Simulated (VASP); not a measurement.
# Ta (Im-3m) in VASP: notebook, part 2 of 2

VASP 6.6.1. Earlier steps stand in the parts before.

## (3) Single point, PBEsol

This run uses another cell than the first one, of 17.47 Å³/atom, 1.032 times its volume.

Contents of INCAR:

```
ALGO = Normal ; EDIFF = 1E-7
ENCUT = 520 ; GGA = PS
ISIF = 2 ; ISMEAR = -1
LASPH = T ; LCHARG = F
LREAL = F ; LWAVE = F
NBANDS = 12 ; NELM = 100
PREC = Accurate ; SIGMA = 0.15
```

Contents of KPOINTS:

```
k-points
0
Gamma
  12 12 12
```

Contents of POSCAR:

```
Ta
1.0
   -1.6345992636      1.6345992636      1.6345992636
    1.6345992636     -1.6345992636      1.6345992636
    1.6345992636      1.6345992636     -1.6345992636
Ta
1
Direct
    0.0000000000      0.0000000000      0.0000000000
```

Potentials or basis: VASP PAW PBE potentials, release 64 (Ta_pv).

Started as:

```
$ cat potpaw_PBE.64/Ta_pv/POTCAR > POTCAR
$ mpirun -np 1 vasp_std > vasp.out
```

Wall time 14 s (1 thread of Intel Xeon Platinum 8375C at 2.90GHz (Ice Lake), shared host); peak memory 0.14 GiB.

The run converged. Its results:

```yaml
Free_energy: -12.5963 eV
Pressure: 2.7 GPa
```

Levels at points of the mesh, in eV from the Fermi level:
```
           k point  band 1  band 2  band 3  band 4  band 5  band 6  band 7  band 8  band 9  band 10
(0.00, 0.00, 0.00)  -32.92  -32.92  -32.92   -8.07    0.70    0.70    0.70    4.08    4.08    14.75
(0.50, 0.00, 0.00)  -34.22  -33.34  -32.93   -4.55   -1.67    1.73    3.98    5.04    8.09    12.08
(0.50, 0.50, 0.50)  -33.82  -33.82  -33.82   -4.02   -4.02    7.08    7.08    7.08    8.92     8.92
```

Caveat: the PAW data sets were made with another functional, which shifts forces and pressure a little; spin-orbit coupling is left out, which moves the levels of the heavy elements.

## (4) Single point, PBEsol

This run uses another cell than the first one, of 18.01 Å³/atom, 1.064 times its volume.

Contents of INCAR:

```
PREC     = Accurate       # precision mode
ENCUT    = 520            # plane-wave cutoff, eV
EDIFF    = 1E-7           # SCF threshold, eV
ISMEAR   = -1             # smearing method
SIGMA    = 0.15           # smearing width, eV
LREAL    = False          # projectors in reciprocal space
LASPH    = True           # aspherical terms in the spheres
NELM     = 80             # most SCF steps
ALGO     = Normal         # electronic algorithm
ISIF     = 2              # what is computed and relaxed
LWAVE    = False          # write WAVECAR
LCHARG   = False          # write CHGCAR
GGA      = PS             # functional
NBANDS   = 12             # bands
```

Contents of KPOINTS:

```
Automatic mesh
0
Gamma
  12 12 12
```

Contents of POSCAR:

```
Ta
1.0
   -1.6512800000      1.6512800000      1.6512800000
    1.6512800000     -1.6512800000      1.6512800000
    1.6512800000      1.6512800000     -1.6512800000
Ta
1
Direct
    0.0000000000      0.0000000000      0.0000000000
```

Started as:

```
$ cat potpaw_PBE.64/Ta_pv/POTCAR > POTCAR
$ mpirun -np 1 vasp_std > vasp.out
```

Wall time 15 s (1 thread of Intel Xeon Platinum 8375C at 2.90GHz (Ice Lake), shared host); peak memory 0.14 GiB.

The run converged. Its results:

* Free energy: -12.5950 eV
* Pressure: -3.4 GPa

Levels at points of the mesh, in eV from the Fermi level:
```csv
k point,band 1,band 2,band 3,band 4,band 5,band 6,band 7,band 8,band 9,band 10
"(0.00, 0.00, 0.00)",-33.04,-33.04,-33.04,-7.95,0.70,0.70,0.70,3.97,3.97,14.65
"(0.50, 0.00, 0.00)",-34.22,-33.42,-33.05,-4.41,-1.58,1.59,3.85,4.88,7.79,11.69
"(0.50, 0.50, 0.50)",-33.87,-33.87,-33.87,-3.84,-3.84,6.82,6.82,6.82,8.64,8.64
```

Caveat: the PAW data sets were made with another functional, which shifts forces and pressure a little; spin-orbit coupling is left out, which moves the levels of the heavy elements.

## (5) Single point, PBEsol

This run uses another cell than the first one, of 18.55 Å³/atom, 1.096 times its volume.

Contents of INCAR:

```
SYSTEM = Ta
PREC     = Accurate       ! precision mode
ENCUT    = 520            ! plane-wave cutoff, eV
EDIFF    = 1E-6           ! SCF threshold, eV
ISMEAR   = -1             ! smearing method
SIGMA    = 0.15           ! smearing width, eV
LREAL    = .False.        ! projectors in reciprocal space
LASPH    = .True.         ! aspherical terms in the spheres
NELM     = 60             ! most SCF steps
ALGO     = Normal         ! electronic algorithm
ISIF     = 2              ! what is computed and relaxed
LWAVE    = .False.        ! write WAVECAR
LCHARG   = .False.        ! write CHGCAR
GGA      = PS             ! functional
NBANDS   = 12             ! bands
```

Contents of KPOINTS:

```
regular mesh
0
Gamma
  12 12 12
  0 0 0
```

Contents of POSCAR:

```
Ta
1.0
   -1.6676303703      1.6676303703      1.6676303703
    1.6676303703     -1.6676303703      1.6676303703
    1.6676303703      1.6676303703     -1.6676303703
Ta
1
Direct
    0.0000000000      0.0000000000      0.0000000000
```

Started as:

```
$ cat potpaw_PBE.64/Ta_pv/POTCAR > POTCAR
$ mpirun -np 1 vasp_std > vasp.out
```

Run time: 13 s. Hardware: 1 thread of Intel Xeon Platinum 8375C at 2.90GHz (Ice Lake), shared host; peak memory 0.14 GiB.

Results (log left out):

- Free energy: -12.5744 eV
- Pressure: -8.8 GPa

Levels at points of the mesh, in eV from the Fermi level:
```csv
k point,band 3,band 4,band 5,band 6,band 7,band 8,band 9,band 10
"(0.00, 0.00, 0.00)",-33.16,-7.84,0.70,0.70,0.70,3.86,3.86,14.54
"(0.50, 0.00, 0.00)",-33.17,-4.28,-1.49,1.46,3.72,4.72,7.50,11.21
"(0.50, 0.50, 0.50)",-33.91,-3.66,-3.66,6.58,6.58,6.58,8.37,8.37
```

Caveat: the PAW data sets were made with another functional, which shifts forces and pressure a little; spin-orbit coupling is left out, which moves the levels of the heavy elements.

## (6) Single point, PBEsol

This run uses another cell than the first one, of 19.09 Å³/atom, 1.128 times its volume.

Contents of INCAR:

```
SYSTEM = Ta
PREC = Accurate ; ENCUT = 520
EDIFF = 1E-7 ; ISMEAR = -1
SIGMA = 0.15 ; LREAL = .False.
LASPH = .True. ; NELM = 80
ALGO = Normal ; ISIF = 2
LWAVE = .False. ; LCHARG = .False.
GGA = PS ; NBANDS = 12
```

Contents of KPOINTS:

```
Automatic mesh
0
Gamma
  12 12 12
  0 0 0
```

Contents of POSCAR:

```
Ta
1.0
   -1.6836662614      1.6836662614      1.6836662614
    1.6836662614     -1.6836662614      1.6836662614
    1.6836662614      1.6836662614     -1.6836662614
Ta
1
Direct
    0.0000000000      0.0000000000      0.0000000000
```

Potentials or basis: VASP PAW PBE potentials, release 64 (Ta_pv).

Started as:

```
$ cat potpaw_PBE.64/Ta_pv/POTCAR > POTCAR
$ mpirun -np 1 vasp_std > vasp.out
```

OUTCAR:

```text
SYSTEM = Ta
   PREC = Accurate
   ENCUT = 520
   EDIFF = 1E-7
   ISMEAR = -1
   LREAL = .False.
   LASPH = .True.
   NELM = 80
   ISIF = 2
   GGA = PS

 ion  position               nearest neighbor table
   1  0.000  0.000  0.000-

  LATTYP: Found a body centered cubic cell.
 ALAT       =     3.3673325228

  Lattice vectors:

 A1 = (  -1.6836662614,   1.6836662614,   1.6836662614)
 A2 = (   1.6836662614,  -1.6836662614,   1.6836662614)
 A3 = (   1.6836662614,   1.6836662614,  -1.6836662614)

Analysis of symmetry for initial positions (statically):
=====================================================================
 Subroutine PRICEL returns:
 Original cell was already a primitive cell.

 Routine SETGRP: Setting up the symmetry group for a
 body centered cubic supercell.

 Subroutine GETGRP returns: Found 48 space group operations
 (whereof 48 operations were pure point group operations)
 out of a pool of 48 trial point group operations.

The static configuration has the point symmetry O_h .

Analysis of symmetry for dynamics (positions and initial velocities):
[... 159 lines left out ...]
 val. band max:        4.8725743260   @ k =  -0.1667   0.2500   0.0833
 cond. band min:       4.8931772623   @ k =   0.3333   0.0833   0.0000
 fundamental gap:      0.0206029362
 Fermi energy:         4.8890123729

 k-point     1 :       0.0000    0.0000    0.0000
  band No.  band energies     occupation
      1     -28.3902      2.00000
      2     -28.3902      2.00000
      3     -28.3902      2.00000
      4      -2.8384      2.00000
      5       5.5799      0.01978
      6       5.5799      0.01978
      7       5.5799      0.01978
      8       8.6450      0.00000
      9       8.6450      0.00000
     10      19.3246      0.00000
     11      19.6295      0.00000
     12      19.6295      0.00000
[... 331 lines left out ...]
 k-point    24 :       0.4167    0.0833    0.0833
  band No.  band energies     occupation
      1     -29.2982      2.00000
      2     -28.7516      2.00000
      3     -28.4592      2.00000
      4       1.3052      2.00000
      5       3.3883      1.99991
      6       5.5969      0.01769
      7       8.7278      0.00000
      8       9.4896      0.00000
      9      13.0482      0.00000
     10      14.5727      0.00000
     11      17.1742      0.00000
     12      19.3347      0.00000

 [... further k-points ...]
[... 5 lines left out ...]
  --------------------------------------------------------------------------------------
  -------------------------------------------------------------------------------------
  Total       -1.5954660     -1.5954660     -1.5954660      0.0000000     -0.0000000     -0.0000000
  in kB     -133.8967728   -133.8967728   -133.8967728      0.0000000     -0.0000000     -0.0000000
  external PRESSURE =    -133.8967728 kB  Pullay stress =       0.0000000 kB

 VOLUME and BASIS-vectors are now :
 -----------------------------------------------------------------------------
  energy-cutoff  :      520.00
  volume of cell :       19.09
      direct lattice vectors                 reciprocal lattice vectors
    -1.683666261  1.683666261  1.683666261     0.000000000  0.296970968  0.296970968
     1.683666261 -1.683666261  1.683666261     0.296970968  0.000000000  0.296970968
     1.683666261  1.683666261 -1.683666261     0.296970968  0.296970968  0.000000000

 POSITION                                       TOTAL-FORCE (eV/Angst)
 -----------------------------------------------------------------------------------
      0.00000      0.00000      0.00000         0.000000      0.000000      0.000000
 -----------------------------------------------------------------------------------
    total drift:                                0.000000      0.000000      0.000000

  FREE ENERGIE OF THE ION-ELECTRON SYSTEM (eV)
  ---------------------------------------------------
  free  energy   TOTEN  =       -12.5370355630 eV

  energy  without entropy=      -12.4312637595  energy(sigma->0) =      -12.48414966
```

It took 17 s on 1 thread of Intel Xeon Platinum 8375C at 2.90GHz (Ice Lake), shared host; peak memory 0.15 GiB.

Results:

| Quantity | Value |
| --- | --- |
| Free energy | -12.5370 eV |
| Pressure | -13.4 GPa |

Caveat: the PAW data sets were made with another functional, which shifts forces and pressure a little; spin-orbit coupling is left out, which moves the levels of the heavy elements.

## (7) Summary

```tsv
cell	gap on the mesh (eV)	pressure (GPa)
a = 2.802 Å, angles 109.5°, 1 atom	none	9.8
a = 2.831 Å, angles 109.5°, 1 atom	none	2.7
a = 2.860 Å, angles 109.5°, 1 atom	none	-3.4
a = 2.888 Å, angles 109.5°, 1 atom	none	-8.8
a = 2.916 Å, angles 109.5°, 1 atom	none	-13.4
```

Alike in all rows: task single point; level PBEsol; potentials or basis VASP PAW PBE potentials, release 64 (Ta_pv); no spin polarisation; k mesh 12 × 12 × 12; cutoff (eV) 520; smearing fermi-dirac 0.15 eV.

Caveats: the PAW data sets were made with another functional, which shifts forces and pressure a little; spin-orbit coupling is left out, which moves the levels of the heavy elements.

Total energies depend on the potentials used, so only differences within one code and one set of settings carry meaning.
